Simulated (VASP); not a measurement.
# Ru (P6_3/mmc) in VASP: a series of runs

Ru is run at these levels: r2SCAN; tasks: single point, relaxation of cell and atoms.

Program: VASP 6.6.1. These are calculated values, not measurements. Logs are shortened: lines on timing, memory, paths and dates and some standing lists are left out, and cuts for length are marked.

**1. The cell of the first run**

Symmetry: P6_3/mmc, No. 194, hexagonal system. The conventional cell has a = 2.699 Å, b = 2.699 Å, c = 4.252 Å, α = 90.00°, β = 90.00°, γ = 120.00°. Ru (site symmetry -6m2) has 12 Ru at 2.64 to 2.70 Å within 3.5 Å.

**2. Single point, r2SCAN**

POSCAR reads:

```
Ru
1.0
    2.6991963115      0.0000000000      0.0000000000
   -1.3495981557      2.3375725755      0.0000000000
    0.0000000000      0.0000000000      4.2524777609
Ru
2
Direct
    0.3333333333      0.6666666667      0.2500000000
    0.6666666667      0.3333333333      0.7500000000
```

INCAR.step1 reads:

```
PREC     = Accurate       # precision mode
ENCUT    = 620            # plane-wave cutoff, eV
ISMEAR   = -1             # smearing method
SIGMA    = 0.05           # smearing width, eV
LREAL    = False          # projectors in reciprocal space
LASPH    = True           # aspherical terms in the spheres
NELM     = 120            # most SCF steps
NBANDS   = 23             # bands
GGA      = PE             # functional
ALGO     = Normal         # electronic algorithm
EDIFF    = 1E-5           # SCF threshold, eV
LWAVE    = True           # write WAVECAR
LCHARG   = False          # write CHGCAR
GGA_COMPAT= False
```

INCAR.step2 reads:

```
PREC     = Accurate       # precision mode
ENCUT    = 620            # plane-wave cutoff, eV
EDIFF    = 1E-6           # SCF threshold, eV
ISMEAR   = -1             # smearing method
SIGMA    = 0.05           # smearing width, eV
LREAL    = False          # projectors in reciprocal space
LASPH    = True           # aspherical terms in the spheres
NELM     = 120            # most SCF steps
ALGO     = Normal         # electronic algorithm
ISIF     = 2              # what is computed and relaxed
LWAVE    = False          # write WAVECAR
LCHARG   = True           # write CHGCAR
METAGGA  = R2SCAN         # meta-GGA
LMIXTAU  = True         
LELF     = True           # ELF
LVHAR    = True         
NBANDS   = 23             # bands
ISTART   = 1            
GGA_COMPAT= False
```

KPOINTS reads:

```
regular mesh
0
Gamma
  20 20 12
```

Potentials or basis: VASP PAW PBE potentials, release 64 (Ru_sv).

The run is started by

```bash
$ cat potpaw_PBE.64/Ru_sv/POTCAR > POTCAR
$ cp INCAR.step1 INCAR
$ mpirun -np 1 vasp_std > vasp.out
$ cp INCAR.step2 INCAR
$ mpirun -np 1 vasp_std > vasp.out
```

OUTCAR:

```text
PREC = Accurate
   ENCUT = 620
   EDIFF = 1E-6
   ISMEAR = -1
   LREAL = False
   LASPH = True
   NELM = 120
   ISIF = 2
   METAGGA = R2SCAN
   ISTART = 1

 ion  position               nearest neighbor table
   1  0.333  0.667  0.250-   2 2.64   2 2.64   2 2.64   2 2.64   2 2.64   2 2.64
   2  0.667  0.333  0.750-   1 2.64   1 2.64   1 2.64   1 2.64   1 2.64   1 2.64

  LATTYP: Found a hexagonal cell.
 ALAT       =     2.6991963115
 C/A-ratio  =     1.5754607187

  Lattice vectors:

 A1 = (   2.6991963115,   0.0000000000,   0.0000000000)
 A2 = (  -1.3495981557,   2.3375725755,   0.0000000000)
 A3 = (   0.0000000000,   0.0000000000,   4.2524777609)

Analysis of symmetry for initial positions (statically):
=====================================================================
 Subroutine PRICEL returns:
 Original cell was already a primitive cell.

 Routine SETGRP: Setting up the symmetry group for a
 hexagonal supercell.

 Subroutine GETGRP returns: Found 24 space group operations
 (whereof 12 operations were pure point group operations)
 out of a pool of 24 trial point group operations.

The static configuration has the point symmetry D_3d.
 The point group associated with its full space group is D_6h.

Analysis of symmetry for dynamics (positions and initial velocities):
=====================================================================
 Subroutine PRICEL returns:
 Original cell was already a primitive cell.

 Routine SETGRP: Setting up the symmetry group for a
 hexagonal supercell.

 Subroutine GETGRP returns: Found 24 space group operations
 (whereof 12 operations were pure point group operations)
 out of a pool of 24 trial point group operations.

The dynamic configuration has the point symmetry D_3d.
 The point group associated with its full space group is D_6h.

 Subroutine INISYM returns: Found 24 space group operations
 (whereof 12 operations are pure point group operations),
 and found     1 'primitive' translations

----------------------------------------------------------------------------------------

                                     Primitive cell

  volume of cell :      26.8313

  direct lattice vectors                    reciprocal lattice vectors
[... 79 lines left out ...]
   ISTART =      1    job   : 0-new  1-cont  2-samecut
   ICHARG =      0    charge: 1-file 2-atom 10-const
   ISPIN  =      1    spin polarized calculation?
   LNONCOLLINEAR =      F non collinear calculations
   LSORBIT =      F    spin-orbit coupling
   LASPH  =      T    aspherical Exc in radial PAW
   ENCUT  =  620.0 eV  45.57 Ry    6.75 a.u.   5.48  5.48  8.63*2*pi/ulx,y,z
   NELM   =    120;   NELMIN=  2; NELMDL=  0     # of ELM steps
   EDIFF  = 0.1E-05   stopping-criterion for ELM
   LREAL  =      F    real-space projection
   EDIFFG = 0.1E-04   stopping-criterion for IOM
   NSW    =      0    number of steps for IOM
   IBRION =     -1    ionic relax: 0-MD 1-quasi-New 2-CG
   NFREE  =      0    steps in history (QN), initial steepest desc. (CG)
   ISIF   =      2    stress and relaxation
   ISYM   =      2    0-nonsym 1-usesym 2-fastsym
   POTIM  = 0.5000    time-step for ionic-motion
   TEBEG  =    0.0;   TEEND  =   0.0 temperature during run
   PSTRESS=    0.0 pullay stress
   NELECT =      32.0000    total number of electrons
   NUPDOWN=      -1.0000    fix difference up-down
   EMIN   =  10.00;   EMAX   =-10.00  energy-range for DOS
   EFERMI =   0.00;   METHOD = LEGACY
   ISMEAR =    -1;   SIGMA  =   0.05  broadening in eV -4-tet -1-fermi 0-gaus
   EFERMI_NEDOS =   21; number of points for ismear=-14 and -15
   IALGO  =     38    algorithm
   IMIX   =      4    mixing-type and parameters
     AMIX     =   0.40;   BMIX     =  1.00
     AMIX_MAG =   1.60;   BMIX_MAG =  1.00
  volume/ion in A,a.u.               =      13.42        90.53
  Fermi-wavevector in a.u.,A,eV,Ry     =   1.736112  3.280775 41.009091  3.014083
  Thomas-Fermi vector in A             =   2.809588
   LORBIT       =      0    0 simple, 1 ext, 2 COOP (PROOUT), +10 PAW based schemes
   METAGGA = R2SCAN    functional components
   LHFCALC =     F    Hartree Fock is set to
   AEXX    =    0.0000 exact exchange contribution
   IVDW    =     0    specifies the selected vdW correction
   LEPSILON=     F    determine dielectric tensor
   LRPA    =     F    only Hartree local field effects (RPA)
 non-spin polarized calculation
  energy-cutoff  :      620.00
  volume of cell :       26.83
 maximum number of plane-waves:       966
 NGX is ok and might be reduce to    24
   NGX = 11   NGY = 11   NGZ = 17

 number of electron      31.9999997 magnetization

 Free energy of the ion-electron system (eV)
  ---------------------------------------------------
  ext. energy  EPLUGINS =         0.00000000
  ---------------------------------------------------
  free energy    TOTEN  =       -50.94828993 eV

  energy without entropy =      -50.93531392  energy(sigma->0) =      -50.94180192

 E-fermi :  15.3310     XC(G=0): -15.6255

 val. band max:       15.3129706636   @ k =   0.3000   0.1500   0.2500
 cond. band min:      15.3356097404   @ k =   0.3000   0.0000   0.2500
 fundamental gap:      0.0226390768
 Fermi energy:        15.3310381940

 k-point     1 :       0.0000    0.0000    0.0000
  band No.  band energies     occupation
      1     -60.0793      2.00000
      2     -59.8387      2.00000
      3     -29.8490      2.00000
      4     -28.8097      2.00000
      5     -28.8097      2.00000
      6     -28.6162      2.00000
[... 613 lines left out ...]
     22      28.4603      0.00000
     23      30.7522      0.00000

 [... further k-points ...]

------------------------ aborting loop because EDIFF is reached ----------------------------------------

  FORCE on cell =-STRESS in cart. coord.  units (eV):
  Direction    XX          YY          ZZ          XY          YZ          ZX
  --------------------------------------------------------------------------------------
  -------------------------------------------------------------------------------------
  Total        0.3510540      0.3510540      0.3537526      0.0000000      0.0000000     -0.0000000
  in kB       20.9624907     20.9624907     21.1236292      0.0000000      0.0000000     -0.0000000
  external PRESSURE =      21.0162035 kB  Pullay stress =       0.0000000 kB

 VOLUME and BASIS-vectors are now :
 -----------------------------------------------------------------------------
  energy-cutoff  :      620.00
  volume of cell :       26.83
      direct lattice vectors                 reciprocal lattice vectors
     2.699196312  0.000000000  0.000000000     0.370480649  0.213897102  0.000000000
    -1.349598156  2.337572575  0.000000000     0.000000000  0.427794204  0.000000000
     0.000000000  0.000000000  4.252477761     0.000000000  0.000000000  0.235157021

 POSITION                                       TOTAL-FORCE (eV/Angst)
 -----------------------------------------------------------------------------------
     -0.00000      1.55838      1.06312        -0.000000      0.000000      0.000000
      1.34960      0.77919      3.18936         0.000000     -0.000000      0.000000
 -----------------------------------------------------------------------------------
    total drift:                               -0.000000      0.000000     -0.000000

  FREE ENERGIE OF THE ION-ELECTRON SYSTEM (eV)
  ---------------------------------------------------
  free  energy   TOTEN  =       -50.9482899309 eV

  energy  without entropy=      -50.9353139172  energy(sigma->0) =      -50.94180192
```

Wall time 3.7 min (1 thread of Intel Xeon 6975P-C (Granite Rapids), shared host); peak memory 0.3 GiB.

Results:

```yaml
Free_energy: -50.9483 eV
Pressure: 2.1 GPa
Band_gap_on_the_k_mesh: zero (bands 16 and 17 overlap by 3.44 eV)
```

Caveat: the PAW data sets were made with another functional, which shifts forces and pressure a little.

**3. Relaxation of cell and atoms, r2SCAN**

This run uses another cell than the first one, of 13.57 Å³/atom.

POSCAR reads:

```
Ru
1.0
    2.7058000000      0.0000000000      0.0000000000
   -1.3529000000      2.3432915376      0.0000000000
    0.0000000000      0.0000000000      4.2819000000
Ru
2
Direct
    0.3333333333      0.6666666667      0.2500000000
    0.6666666667      0.3333333333      0.7500000000
```

INCAR.step1 reads:

```
  PREC = Accurate
  ENCUT = 550
  ISMEAR = -1
  SIGMA = 0.05
  LREAL = F
  LASPH = T
  NELM = 120
  GGA = PE
  ALGO = Normal
  EDIFF = 1E-5
  LWAVE = T
  LCHARG = F
  GGA_COMPAT = F
  IBRION = 2
  ISIF = 3
  EDIFFG = -0.005
  NELMIN = 4
  NSW = 100
```

INCAR.step2 reads:

```
  PREC = Accurate
  ENCUT = 550
  EDIFF = 1E-7
  ISMEAR = -1
  SIGMA = 0.05
  LREAL = F
  LASPH = T
  NELM = 120
  ALGO = Normal
  ISIF = 3
  LWAVE = F
  LCHARG = F
  METAGGA = R2SCAN
  LMIXTAU = T
  IBRION = 2
  NSW = 100
  EDIFFG = -0.002
  ISTART = 1
  GGA_COMPAT = F
  NELMIN = 4
```

KPOINTS is that of step 2.

Potentials or basis: VASP PAW PBE potentials, release 64 (Ru_pv).

The run is started by

```bash
$ cat potpaw_PBE.64/Ru_pv/POTCAR > POTCAR
$ cp INCAR.step1 INCAR
$ mpirun -np 1 vasp_std > vasp.out
$ cp INCAR.step2 INCAR
$ mpirun -np 1 vasp_std > vasp.out
```

Run time: 83 min. Hardware: 1 thread of Oxide Virtual Turin-like, shared host; peak memory 0.25 GiB.

The run converged. Its results:

```
Free energy                           : -50.8630 eV
Relaxed volume                        : 13.55 Å³/atom
Relaxed cell                          : a = 2.708 Å, b = 2.708 Å, c = 4.267 Å, α = 90.00°, β = 90.00°, γ = 120.00°
Space group after relaxing (to 0.1 Å) : P6_3/mmc (No. 194)
Energy gained by relaxing             : 0.3 meV/atom
Ionic steps                           : 5
Pressure after relaxing               : 0.0 GPa
Band gap on the k mesh                : zero (bands 14 and 15 overlap by 3.39 eV)
```

The path:
| step | energy change (eV) | largest force (eV/Å) | pressure (GPa) | volume (Å³) |
| --- | --- | --- | --- | --- |
| 1 | 0.0000 | 0.0000 | -0.60 | 27.15 |
| 2 | 0.0010 | 0.0000 | 2.07 | 26.95 |
| 3 | -0.0006 | 0.0000 | 0.41 | 27.07 |
| 4 | -0.0005 | 0.0000 | -0.71 | 27.17 |
| 5 | -0.0007 | 0.0000 | 0.01 | 27.11 |

Final structure:
```cif
data_structure
_symmetry_space_group_name_H-M 'P 1'
_symmetry_Int_Tables_number 1
_cell_length_a 2.7085
_cell_length_b 2.7085
_cell_length_c 4.2666
_cell_angle_alpha 90.000
_cell_angle_beta 90.000
_cell_angle_gamma 120.000
_cell_volume 27.11
loop_
_atom_site_label
_atom_site_type_symbol
_atom_site_fract_x
_atom_site_fract_y
_atom_site_fract_z
_atom_site_occupancy
Ru1 Ru 0.33333 0.66667 0.25000 1
Ru2 Ru 0.66667 0.33333 0.75000 1
```

Levels at points of the mesh, in eV from the Fermi level:
```csv
k point,band 11,band 12,band 13,band 14,band 15,band 16,band 17,band 18
"(0.00, 0.00, 0.00)",-2.52,-2.04,-2.04,-1.54,-1.54,1.19,1.19,1.37
"(0.50, 0.00, 0.00)",-2.20,-1.93,-1.60,1.41,1.86,1.97,4.19,6.37
"(0.00, 0.00, 0.50)",-2.95,-2.95,-2.85,-2.85,0.52,0.52,0.52,0.52
"(0.50, 0.00, 0.50)",-1.17,-1.17,0.42,0.42,1.69,1.69,3.50,3.50
```

Caveat: the PAW data sets were made with another functional, which shifts forces and pressure a little.

**4. Relaxation of cell and atoms, r2SCAN, target pressure 1 GPa, at which the enthalpy is minimised**

This run uses another cell than the first one, of 13.49 Å³/atom.

POSCAR reads:

```
Ru
1.0
    2.7046268934      0.0000000000      0.0000000000
   -1.3523134467      2.3422755974      0.0000000000
    0.0000000000      0.0000000000      4.2598793092
Ru
2
Direct
    0.3333333333      0.6666666667      0.2500000000
    0.6666666667      0.3333333333      0.7500000000
```

INCAR.step1 reads:

```
  PREC = Accurate
  ENCUT = 550
  ISMEAR = -1
  SIGMA = 0.05
  LREAL = False
  LASPH = True
  NELM = 120
  GGA = PE
  ALGO = Normal
  EDIFF = 1E-5
  LWAVE = True
  LCHARG = False
  GGA_COMPAT = False
  IBRION = 2
  ISIF = 3
  EDIFFG = -0.005
  NELMIN = 4
  NSW = 100
```

INCAR.step2 reads:

```
  PREC = Accurate
  ENCUT = 550
  EDIFF = 1E-7
  ISMEAR = -1
  SIGMA = 0.05
  LREAL = False
  LASPH = True
  NELM = 120
  ALGO = Normal
  ISIF = 3
  LWAVE = False
  LCHARG = False
  METAGGA = R2SCAN
  LMIXTAU = True
  IBRION = 2
  NSW = 100
  EDIFFG = -0.002
  PSTRESS = 10.0
  ISTART = 1
  GGA_COMPAT = False
  NELMIN = 4
```

KPOINTS reads:

```
Automatic mesh
0
Gamma
  20 20 12
```

Potentials or basis: VASP PAW PBE potentials, release 64 (Ru_pv).

The run is started by

```bash
$ cat potpaw_PBE.64/Ru_pv/POTCAR > POTCAR
$ cp INCAR.step1 INCAR
$ mpirun -np 1 vasp_std > vasp.out
$ cp INCAR.step2 INCAR
$ mpirun -np 1 vasp_std > vasp.out
```

OUTCAR:

```text
PREC = Accurate
   ENCUT = 550
   EDIFF = 1E-7
   ISMEAR = -1
   LREAL = False
   LASPH = True
   NELM = 120
   ISIF = 3
   METAGGA = R2SCAN
   IBRION = 2
   NSW = 100
   EDIFFG = -0.002
   PSTRESS = 10.0
   ISTART = 1
   NELMIN = 4

 ion  position               nearest neighbor table
   1  0.333  0.667  0.250-   2 2.64   2 2.64   2 2.64   2 2.64   2 2.64   2 2.64
   2  0.667  0.333  0.750-   1 2.64   1 2.64   1 2.64   1 2.64   1 2.64   1 2.64

  LATTYP: Found a hexagonal cell.
 ALAT       =     2.7046268934
 C/A-ratio  =     1.5750339981

  Lattice vectors:

 A1 = (   2.7046268934,   0.0000000000,   0.0000000000)
 A2 = (  -1.3523134467,   2.3422755974,   0.0000000000)
 A3 = (   0.0000000000,   0.0000000000,   4.2598793092)

[... 408 lines left out ...]
  ---------------------------------------------------
  ext. energy  EPLUGINS =         0.00000000
  ---------------------------------------------------
  free energy    TOTEN  =       -50.86263221 eV

  energy without entropy =      -50.84952550  energy(sigma->0) =      -50.85607885

 E-fermi :  12.8541     XC(G=0): -15.4421

 val. band max:       12.8370835406   @ k =   0.3000   0.1500   0.2500
 cond. band min:      12.8595450076   @ k =   0.3000  -0.0000   0.2500
 fundamental gap:      0.0224614670
 Fermi energy:        12.8540781926

 k-point     1 :       0.0000    0.0000    0.0000
  band No.  band energies     occupation
      1     -32.3001      2.00000
      2     -31.2822      2.00000
      3     -31.2822      2.00000
      4     -31.0923      2.00000
      5     -31.0923      2.00000
      6     -31.0366      2.00000
[... 481 lines left out ...]
      5     -31.2144      2.00000
      6     -31.2076      2.00000
[... 10 lines left out ...]
     17      14.5883      0.00000
     18      21.2109      0.00000

 [... further k-points ...]

------------------------ aborting loop because EDIFF is reached ----------------------------------------

  FORCE on cell =-STRESS in cart. coord.  units (eV):
  Direction    XX          YY          ZZ          XY          YZ          ZX
  --------------------------------------------------------------------------------------
  -------------------------------------------------------------------------------------
  Total        0.1670495      0.1670495      0.1668267      0.0000000      0.0000000      0.0000000
  in kB        9.9023605      9.9023605      9.8891552      0.0000000      0.0000000      0.0000000
  external PRESSURE =      -0.1020412 kB  Pullay stress =      10.0000000 kB
[... 21 lines left out ...]
  energy  without entropy=      -50.8495254999  energy(sigma->0) =      -50.85607885

  enthalpy is  TOTEN    =       -50.6939355630 eV   P V=        0.1686966435

 reached required accuracy - stopping structural energy minimisation
```

OUTCAR.step1:

```text
PREC = Accurate
   ENCUT = 550
   ISMEAR = -1
   LREAL = False
   LASPH = True
   NELM = 120
   GGA = PE
   EDIFF = 1E-5
   IBRION = 2
[... 1012 lines left out ...]
  -------------------------------------------------------------------------------------
  Total        0.0088550      0.0088550      0.0056465     -0.0000000     -0.0000000      0.0000000
  in kB        0.5155214      0.5155214      0.3287302     -0.0000000     -0.0000000      0.0000000
  external PRESSURE =       0.4532577 kB  Pullay stress =       0.0000000 kB
[... 17 lines left out ...]
  FREE ENERGIE OF THE ION-ELECTRON SYSTEM (eV)
  ---------------------------------------------------
  free  energy   TOTEN  =       -18.4749421356 eV

  energy  without entropy=      -18.4608811232  energy(sigma->0) =      -18.46791163

 reached required accuracy - stopping structural energy minimisation
```

OSZICAR.step1:

```text
N       E                     dE             d eps       ncg     rms          rms(c)
DAV:   1     0.295032715726E+03    0.29503E+03   -0.18666E+04 11096   0.181E+03
DAV:   2    -0.127902875516E+02   -0.30782E+03   -0.30181E+03 11696   0.507E+02
DAV:   3    -0.197345717133E+02   -0.69443E+01   -0.67590E+01 11646   0.813E+01
[... 56 lines left out ...]
       N       E                     dE             d eps       ncg     rms          rms(c)
DAV:   1    -0.184749442038E+02   -0.25440E-05   -0.42579E-05 10462   0.798E-02    0.114E-02
DAV:   2    -0.184749425162E+02    0.16875E-05   -0.56229E-06  5550   0.255E-02    0.196E-03
DAV:   3    -0.184749423499E+02    0.16636E-06   -0.56724E-07  5550   0.616E-03    0.114E-03
DAV:   4    -0.184749421356E+02    0.21433E-06   -0.43983E-08  5550   0.230E-03
   9 F= -.18474942E+02 E0= -.18467912E+02  d E =-.474120E-06
```

Run time: 54 min. Hardware: 1 thread of Oxide Virtual Turin-like, shared host; peak memory 0.24 GiB.

Results:

```yaml
Free_energy: -50.8626 eV
Relaxed_volume: 13.51 Å³/atom
Relaxed_cell: a = 2.706 Å, b = 2.706 Å, c = 4.263 Å, α = 90.00°, β = 90.00°, γ = 120.00°
Space_group_after_relaxing_to_0.1_Å: P6_3/mmc (No. 194)
Energy_change_on_relaxing_the_run_minimises_the_enthalpy: -0.2 meV/atom
Ionic_steps: 7
Pressure_after_relaxing: 1.0 GPa
Band_gap_on_the_k_mesh: zero (bands 14 and 15 overlap by 3.40 eV)
```

Step by step:
```tsv
step	energy change (eV)	largest force (eV/Å)	pressure (GPa)	volume (Å³)
1	0.0000	0.0000	1.53	26.99
2	-0.0004	0.0000	-0.68	27.16
3	-0.0003	0.0000	1.01	27.03
4	-0.0003	0.0000	1.00	27.03
5	-0.0003	0.0000	0.99	27.03
6	-0.0003	0.0000	0.99	27.03
7	-0.0003	0.0000	0.99	27.03
```

Final structure:
```xyz
2
Lattice="2.7058 0.0000 0.0000 -1.3529 2.3433 0.0000 0.0000 0.0000 4.2628" Properties=species:S:1:pos:R:3 pbc="T T T"
Ru    0.0000    1.5622    1.0657
Ru    1.3529    0.7811    3.1971
```

Caveat: the cell is relaxed towards a set pressure, so the run minimises the enthalpy, not the energy; the PAW data sets were made with another functional, which shifts forces and pressure a little.

**5. Overview**

| task | potentials or basis | cell | cutoff (eV) | gap on the mesh (eV) | pressure (GPa) |
| --- | --- | --- | --- | --- | --- |
| single point | VASP PAW PBE potentials, release 64 (Ru_sv) | a = 2.699, b = 2.699, c = 4.252 Å, angles 90.0, 90.0, 120.0°, 2 atoms | 620 | none | 2.1 |
| relaxation of cell and atoms | VASP PAW PBE potentials, release 64 (Ru_pv) | relaxed from a = 2.706, b = 2.706, c = 4.282 Å, angles 90.0, 90.0, 120.0°, 2 atoms | 550 | none | 0.0 |
| relaxation of cell and atoms | VASP PAW PBE potentials, release 64 (Ru_pv) | relaxed to 1 GPa from a = 2.705, b = 2.705, c = 4.260 Å, angles 90.0, 90.0, 120.0°, 2 atoms | 550 | none | 1.0 |

Alike in all rows: level r2SCAN; no spin polarisation; k mesh 20 × 20 × 12; smearing fermi-dirac 0.05 eV.

Caveats: the PAW data sets were made with another functional, which shifts forces and pressure a little; the cell is relaxed towards a set pressure, so the run minimises the enthalpy, not the energy (at least some runs).

Absolute energies hang on the potentials; compare differences alone.

The gap in the log of VASP goes by the Fermi energy; the results here count the filled bands.